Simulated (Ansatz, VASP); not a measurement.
KF in VASP and in Ansatz

```
CELL_PARAMETERS angstrom
0.14288 2.70957 2.70957
2.70957 0.14288 2.70957
2.70957 2.70957 0.14288
ATOMIC_POSITIONS crystal
K 0.00000 0.00000 0.00000
F 0.50000 0.50000 0.50000
```

Alike in both runs: task single point; functional PBE; k mesh 8 × 8 × 8; occupations gaussian, width 0.05 eV; no spin polarisation.

```csv
,VASP,Ansatz
version,VASP 6.6.1,Ansatz 0.2.0
potentials or method,"VASP PAW PBE potentials, release 64 (K_sv, F), cutoff 520 eV","scalar-relativistic, plane waves, PAW"
valence electrons in the cell,16,16
```

|  | VASP | Ansatz | Ansatz less VASP |
| --- | --- | --- | --- |
| gap on the k mesh at the Fermi level (eV) | 6.32 | 6.34 | +0.017 |
| least direct gap on the mesh (eV) | 6.32 | 6.34 | +0.017 |
| pressure (GPa) | 2.9 | 2.8 | -0.07 |
| traceless stress, the component that is largest in VASP (GPa) | -0.80 | -0.81 | -0.011 |
